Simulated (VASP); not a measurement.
# TlSn (P4/mmm) in VASP: further runs

Runs on TlSn. Level: LDA. Tasks: single point.

All numbers are computed with VASP 6.6.1; they aren't measurements. Logs are shortened: lines on timing, memory, paths and dates and some standing lists are left out, and cuts for length are marked.

### Step 1. The cell of the first run

It takes space group P4/mmm (No. 123, tetragonal). The conventional cell has a = 3.247 Å, b = 3.247 Å, c = 4.950 Å, α = 90.00°, β = 90.00°, γ = 90.00°. Within 4.3 Å of Tl (site symmetry 4/mmm) lie 4 Tl at 3.25 Å and 8 Sn at 3.38 Å. Within 4.3 Å of Sn (site symmetry 4/mmm) lie 4 Sn at 3.25 Å and 8 Tl at 3.38 Å.

### Step 2. Single point, LDA (26.09 Å³/atom)

INCAR

```
ALGO = Fast
EDIFF = 1E-6
ENCUT = 520
GGA = CA
ISIF = 2
ISMEAR = -1
LASPH = T
LCHARG = F
LREAL = F
LWAVE = F
NBANDS = 20
NELM = 80
PREC = Accurate
SIGMA = 0.15
```

KPOINTS

```
k-points
0
Gamma
  12 12 10
```

POSCAR

```
TlSn
1.0
    3.2471872786      0.0000000000      0.0000000000
    0.0000000000      3.2471872786      0.0000000000
    0.0000000000      0.0000000000      4.9495028985
Tl Sn
1 1
Direct
    0.0000000000      0.0000000000      0.0000000000
    0.5000000000      0.5000000000      0.5000000000
```

Potentials or basis: VASP PAW LDA potentials, release 64 (Tl_d, Sn_d).

Command:

```sh
$ cat potpaw_LDA.64/Tl_d/POTCAR potpaw_LDA.64/Sn_d/POTCAR > POTCAR
$ mpirun -np 1 vasp_std > vasp.out
```

OUTCAR:

```text
EDIFF = 1E-6
   ENCUT = 520
   GGA = CA
   ISIF = 2
   ISMEAR = -1
   LASPH = T
   LREAL = F
   NELM = 80
   PREC = Accurate

 ion  position               nearest neighbor table
   1  0.000  0.000  0.000-   2 3.38   2 3.38   2 3.38   2 3.38   2 3.38   2 3.38   2 3.38   2 3.38

   2  0.500  0.500  0.500-   1 3.38   1 3.38   1 3.38   1 3.38   1 3.38   1 3.38   1 3.38   1 3.38

  LATTYP: Found a simple tetragonal cell.
 ALAT       =     3.2471872786
 C/A-ratio  =     1.5242431292

  Lattice vectors:

 A1 = (   3.2471872786,   0.0000000000,   0.0000000000)
 A2 = (   0.0000000000,   3.2471872786,   0.0000000000)
 A3 = (   0.0000000000,   0.0000000000,   4.9495028985)

Analysis of symmetry for initial positions (statically):
=====================================================================
 Subroutine PRICEL returns:
 Original cell was already a primitive cell.

 Routine SETGRP: Setting up the symmetry group for a
 simple tetragonal supercell.

 Subroutine GETGRP returns: Found 16 space group operations
 (whereof 16 operations were pure point group operations)
 out of a pool of 16 trial point group operations.

The static configuration has the point symmetry D_4h.

Analysis of symmetry for dynamics (positions and initial velocities):
=====================================================================
 Subroutine PRICEL returns:
 Original cell was already a primitive cell.

 Routine SETGRP: Setting up the symmetry group for a
 simple tetragonal supercell.

 Subroutine GETGRP returns: Found 16 space group operations
 (whereof 16 operations were pure point group operations)
 out of a pool of 16 trial point group operations.

The dynamic configuration has the point symmetry D_4h.

 Subroutine INISYM returns: Found 16 space group operations
 (whereof 16 operations are pure point group operations),
 and found     1 'primitive' translations

----------------------------------------------------------------------------------------

                                     Primitive cell

  volume of cell :      52.1887

  direct lattice vectors                    reciprocal lattice vectors
     3.247187279  0.000000000  0.000000000     0.307958832  0.000000000  0.000000000
     0.000000000  3.247187279  0.000000000     0.000000000  0.307958832  0.000000000
     0.000000000  0.000000000  4.949502898     0.000000000  0.000000000  0.202040492

  length of vectors
     3.247187279  3.247187279  4.949502898     0.307958832  0.307958832  0.202040492

  position of ions in fractional coordinates (direct lattice)
     0.000000000  0.000000000  0.000000000
     0.500000000  0.500000000  0.500000000

  ion indices of the primitive-cell ions
   primitive index   ion index
                 1           1
                 2           2

----------------------------------------------------------------------------------------

 KPOINTS: k-points

Automatic generation of k-mesh.
 Grid dimensions read from file:
 generate k-points for:   12   12   10

 Generating k-lattice:

  Cartesian coordinates                     Fractional coordinates (reciprocal lattice)
     0.025663236  0.000000000  0.000000000     0.083333333  0.000000000  0.000000000
     0.000000000  0.025663236  0.000000000     0.000000000  0.083333333  0.000000000
     0.000000000  0.000000000  0.020204049     0.000000000  0.000000000  0.100000000

  Length of vectors
     0.025663236  0.025663236  0.020204049

  Shift w.r.t. Gamma in fractional coordinates (k-lattice)
     0.000000000  0.000000000  0.000000000

 Subroutine IBZKPT returns following result:
 ===========================================

 Found    168 irreducible k-points:

 Following reciprocal coordinates:
            Coordinates               Weight
  0.000000  0.000000  0.000000      1.000000
  0.083333  0.000000  0.000000      4.000000
  0.166667  0.000000  0.000000      4.000000
  0.250000  0.000000  0.000000      4.000000
  0.333333  0.000000  0.000000      4.000000
  0.416667  0.000000  0.000000      4.000000
[... 16 lines left out ...]
  0.333333  0.333333  0.000000      4.000000
  0.416667  0.333333  0.000000      8.000000
 [... further k-points ...]
   k-points           NKPTS =    168   k-points in BZ     NKDIM =    168   number of bands    NBANDS=     20
   number of dos      NEDOS =    301   number of ions     NIONS =      2
   total plane-waves  NPLWV =  23040
   dimension x,y,z NGX =    24 NGY =   24 NGZ =   40
   dimension x,y,z NGXF=    48 NGYF=   48 NGZF=   80
   ions per type =               1   1
   NGX,Y,Z   is equivalent  to a cutoff of  12.29, 12.29, 13.44 a.u.
   NGXF,Y,Z  is equivalent  to a cutoff of  24.57, 24.57, 26.87 a.u.
 SYSTEM =  unknown system
   PREC   = accura    normal or accurate (medium, high low for compatibility)
   ISTART =      0    job   : 0-new  1-cont  2-samecut
   ICHARG =      2    charge: 1-file 2-atom 10-const
   ISPIN  =      1    spin polarized calculation?
   LNONCOLLINEAR =      F non collinear calculations
   LSORBIT =      F    spin-orbit coupling
   LASPH  =      T    aspherical Exc in radial PAW
   ENCUT  =  520.0 eV  38.22 Ry    6.18 a.u.   6.04  6.04  9.20*2*pi/ulx,y,z
   NELM   =     80;   NELMIN=  2; NELMDL= -5     # of ELM steps
   EDIFF  = 0.1E-05   stopping-criterion for ELM
   LREAL  =      F    real-space projection
   EDIFFG = 0.1E-04   stopping-criterion for IOM
   NSW    =      0    number of steps for IOM
   IBRION =     -1    ionic relax: 0-MD 1-quasi-New 2-CG
   NFREE  =      0    steps in history (QN), initial steepest desc. (CG)
   ISIF   =      2    stress and relaxation
   ISYM   =      2    0-nonsym 1-usesym 2-fastsym
   POTIM  = 0.5000    time-step for ionic-motion
   TEBEG  =    0.0;   TEEND  =   0.0 temperature during run
   PSTRESS=    0.0 pullay stress
   NELECT =      27.0000    total number of electrons
   NUPDOWN=      -1.0000    fix difference up-down
   EMIN   =  10.00;   EMAX   =-10.00  energy-range for DOS
   EFERMI =   0.00;   METHOD = LEGACY
   ISMEAR =    -1;   SIGMA  =   0.15  broadening in eV -4-tet -1-fermi 0-gaus
   EFERMI_NEDOS =   21; number of points for ismear=-14 and -15
   IALGO  =     68    algorithm
   IMIX   =      4    mixing-type and parameters
     AMIX     =   0.40;   BMIX     =  1.00
     AMIX_MAG =   1.60;   BMIX_MAG =  1.00
  volume/ion in A,a.u.               =      26.09       176.09
  Fermi-wavevector in a.u.,A,eV,Ry     =   1.314228  2.483531 23.499913  1.727195
  Thomas-Fermi vector in A             =   2.444495
   LORBIT       =      0    0 simple, 1 ext, 2 COOP (PROOUT), +10 PAW based schemes
   GGA     = CA    functional components
   LHFCALC =     F    Hartree Fock is set to
   AEXX    =    0.0000 exact exchange contribution
   IVDW    =     0    specifies the selected vdW correction
   LEPSILON=     F    determine dielectric tensor
   LRPA    =     F    only Hartree local field effects (RPA)
 non-spin polarized calculation
 RMM-DIIS sequential band-by-band and
  energy-cutoff  :      520.00
  volume of cell :       52.19
 maximum number of plane-waves:      1432
   NGX = 13   NGY = 13   NGZ = 19

 number of electron      27.0000000 magnetization

 Free energy of the ion-electron system (eV)
  ---------------------------------------------------
  ext. energy  EPLUGINS =         0.00000000
  ---------------------------------------------------
  free energy    TOTEN  =        -7.38690776 eV

  energy without entropy =       -7.31557853  energy(sigma->0) =       -7.35124314

 E-fermi :   7.8127     XC(G=0): -10.8783

 val. band max:        7.7910372390   @ k =   0.5000   0.0000   0.0000
 cond. band min:       7.8430606614   @ k =   0.1667   0.0000   0.3000
 fundamental gap:      0.0520234224
 Fermi energy:         7.8126595458

 k-point     1 :       0.0000    0.0000    0.0000
  band No.  band energies     occupation
      1     -13.7070      2.00000
      2     -13.6348      2.00000
      3     -13.5350      2.00000
      4     -13.5350      2.00000
      5     -13.4765      2.00000
      6      -4.2017      2.00000
[... 12 lines left out ...]
     19      17.5042      0.00000
     20      17.5042      0.00000

 k-point     2 :       0.0833    0.0000    0.0000
  band No.  band energies     occupation
      1     -13.6976      2.00000
      2     -13.6302      2.00000
      3     -13.5400      2.00000
      4     -13.5344      2.00000
      5     -13.4806      2.00000
      6      -4.1724      2.00000
[... 12 lines left out ...]
     19      16.7661      0.00000
     20      17.6112      0.00000

 k-point     3 :       0.1667    0.0000    0.0000
  band No.  band energies     occupation
      1     -13.6776      2.00000
      2     -13.6116      2.00000
      3     -13.5537      2.00000
      4     -13.5330      2.00000
      5     -13.4918      2.00000
      6      -4.1109      2.00000
[... 12 lines left out ...]
     19      17.8839      0.00000
     20      18.9927      0.00000

 k-point     4 :       0.2500    0.0000    0.0000
  band No.  band energies     occupation
      1     -13.6630      2.00000
      2     -13.5735      2.00000
      3     -13.5723      2.00000
      4     -13.5311      2.00000
      5     -13.5071      2.00000
      6      -4.0584      2.00000
[... 12 lines left out ...]
     19      18.1183      0.00000
     20      19.5881      0.00000

 k-point     5 :       0.3333    0.0000    0.0000
  band No.  band energies     occupation
      1     -13.6554      2.00000
      2     -13.5908      2.00000
      3     -13.5293      2.00000
      4     -13.5281      2.00000
      5     -13.5223      2.00000
      6      -4.0239      2.00000
[... 12 lines left out ...]
     19      17.8831      0.00000
     20      20.1247      0.00000

 k-point     6 :       0.4167    0.0000    0.0000
  band No.  band energies     occupation
      1     -13.6515      2.00000
      2     -13.6043      2.00000
      3     -13.5334      2.00000
      4     -13.5279      2.00000
      5     -13.4932      2.00000
      6      -4.0037      2.00000
[... 12 lines left out ...]
     19      17.1314      0.00000
     20      19.0750      0.00000

 k-point     7 :       0.5000    0.0000    0.0000
  band No.  band energies     occupation
      1     -13.6503      2.00000
      2     -13.6093      2.00000
      3     -13.5375      2.00000
      4     -13.5274      2.00000
      5     -13.4802      2.00000
      6      -3.9970      2.00000
[... 12 lines left out ...]
     19      17.4937      0.00000
     20      18.5139      0.00000
[... 277 lines left out ...]
 k-point    20 :       0.3333    0.2500    0.0000
  band No.  band energies     occupation
      1     -13.5870      2.00000
      2     -13.5699      2.00000
      3     -13.5666      2.00000
      4     -13.5609      2.00000
      5     -13.5071      2.00000
      6      -3.7480      2.00000
[... 12 lines left out ...]
     19      16.1260      0.00000
     20      16.3549      0.00000

 k-point    21 :       0.4167    0.2500    0.0000
  band No.  band energies     occupation
      1     -13.6005      2.00000
      2     -13.5750      2.00000
      3     -13.5670      2.00000
      4     -13.5652      2.00000
      5     -13.4698      2.00000
      6      -3.8081      2.00000
[... 12 lines left out ...]
     19      16.4312      0.00000
     20      16.9645      0.00000

 k-point    22 :       0.5000    0.2500    0.0000
  band No.  band energies     occupation
      1     -13.6054      2.00000
      2     -13.5796      2.00000
      3     -13.5666      2.00000
      4     -13.5647      2.00000
      5     -13.4560      2.00000
      6      -3.8296      2.00000
[... 12 lines left out ...]
     19      17.1289      0.00000
     20      17.5881      0.00000

 k-point    23 :       0.3333    0.3333    0.0000
  band No.  band energies     occupation
      1     -13.5854      2.00000
      2     -13.5848      2.00000
      3     -13.5812      2.00000
      4     -13.5471      2.00000
      5     -13.4752      2.00000
      6      -3.8463      2.00000
[... 12 lines left out ...]
     19      15.1873      0.00000
     20      15.6879      0.00000

 k-point    24 :       0.4167    0.3333    0.0000
  band No.  band energies     occupation
      1     -13.5985      2.00000
      2     -13.5953      2.00000
      3     -13.5837      2.00000
      4     -13.5399      2.00000
      5     -13.4429      2.00000
      6      -3.9146      2.00000
[... 12 lines left out ...]
     19      15.1050      0.00000
     20      15.8462      0.00000

 [... further k-points ...]

------------------------ aborting loop because EDIFF is reached ----------------------------------------

  FORCE on cell =-STRESS in cart. coord.  units (eV):
  Direction    XX          YY          ZZ          XY          YZ          ZX
  --------------------------------------------------------------------------------------
  -------------------------------------------------------------------------------------
  Total        0.3626820      0.3626820      0.3677425      0.0000000      0.0000000      0.0000000
  in kB       11.1342327     11.1342327     11.2895898      0.0000000      0.0000000      0.0000000
  external PRESSURE =      11.1860184 kB  Pullay stress =       0.0000000 kB

 VOLUME and BASIS-vectors are now :
 -----------------------------------------------------------------------------
  energy-cutoff  :      520.00
  volume of cell :       52.19
      direct lattice vectors                 reciprocal lattice vectors
     3.247187279  0.000000000  0.000000000     0.307958832  0.000000000  0.000000000
     0.000000000  3.247187279  0.000000000     0.000000000  0.307958832  0.000000000
     0.000000000  0.000000000  4.949502898     0.000000000  0.000000000  0.202040492

 POSITION                                       TOTAL-FORCE (eV/Angst)
 -----------------------------------------------------------------------------------
      0.00000      0.00000      0.00000         0.000000      0.000000      0.000000
      1.62359      1.62359      2.47475         0.000000      0.000000      0.000000
 -----------------------------------------------------------------------------------
    total drift:                                0.000000      0.000000     -0.000000

  FREE ENERGIE OF THE ION-ELECTRON SYSTEM (eV)
  ---------------------------------------------------
  free  energy   TOTEN  =        -7.3869077576 eV

  energy  without entropy=       -7.3155785312  energy(sigma->0) =       -7.35124314
```

Wall time 1.8 min (1 thread of Intel Xeon Platinum 8488C (Sapphire Rapids), shared host); peak memory 0.27 GiB.

Results:

| Item | Value |
| --- | --- |
| Free energy | -7.3869 eV |
| Pressure | 1.1 GPa |
| Band gap on the k mesh | zero (an odd number of electrons rules out a gap without spin polarisation) |

Caveat: spin-orbit coupling is left out, which moves the levels of the heavy elements.

### Step 3. Single point, LDA (27.16 Å³/atom)

This run uses another cell than the first one, of 27.16 Å³/atom.

INCAR

```
PREC = Accurate
ENCUT = 520
EDIFF = 1E-6
ISMEAR = -1
SIGMA = 0.15
LREAL = False
LASPH = True
NELM = 60
ALGO = Fast
ISIF = 2
LWAVE = False
LCHARG = True
GGA = CA
LELF = True
LVHAR = True
NBANDS = 20
```

KPOINTS

```
regular mesh
0
Gamma
  12 12 10
```

POSCAR

```
TlSn
1.0
    3.2861625019      0.0000000000      0.0000000000
    0.0000000000      3.2861625019      0.0000000000
    0.0000000000      0.0000000000      5.0300497618
Tl Sn
1 1
Direct
    0.0000000000      0.0000000000      0.0000000000
    0.5000000000      0.5000000000      0.5000000000
```

Potentials or basis: VASP PAW LDA potentials, release 64 (Tl_d, Sn_d).

Command:

```sh
$ cat potpaw_LDA.64/Tl_d/POTCAR potpaw_LDA.64/Sn_d/POTCAR > POTCAR
$ mpirun -np 1 vasp_std > vasp.out
```

Run time: 94 s. Hardware: 1 thread of Intel Xeon Platinum 8488C (Sapphire Rapids), shared host; peak memory 0.28 GiB.

The run converged. Its results:

```yaml
Free_energy: -7.3889 eV
Pressure: -0.9 GPa
Band_gap_on_the_k_mesh: zero (an odd number of electrons rules out a gap without spin polarisation)
```

Levels at points of the mesh, in eV from the Fermi level:
| k point | band 11 | band 12 | band 13 | band 14 | band 15 | band 16 | band 17 | band 18 |
| --- | --- | --- | --- | --- | --- | --- | --- | --- |
| (0.00, 0.00, 0.00) | -10.78 | -4.93 | -3.29 | 3.58 | 3.58 | 7.36 | 7.75 | 9.29 |
| (0.50, 0.00, 0.00) | -7.33 | -6.61 | -0.69 | -0.05 | 0.69 | 1.27 | 6.53 | 8.63 |
| (0.50, 0.50, 0.00) | -4.24 | -3.34 | -2.65 | -2.65 | 2.12 | 2.68 | 2.68 | 3.98 |
| (0.00, 0.00, 0.50) | -9.39 | -8.84 | 3.05 | 4.12 | 4.79 | 4.79 | 6.54 | 6.54 |
| (0.50, 0.00, 0.50) | -6.38 | -5.64 | -4.15 | -3.62 | 5.80 | 6.52 | 6.76 | 9.26 |
| (0.50, 0.50, 0.50) | -4.25 | -3.05 | -1.25 | -1.25 | -0.12 | -0.12 | 1.22 | 1.32 |

Caveat: spin-orbit coupling is left out, which moves the levels of the heavy elements.

The gap in the log of VASP goes by the Fermi energy; the results here count the filled bands.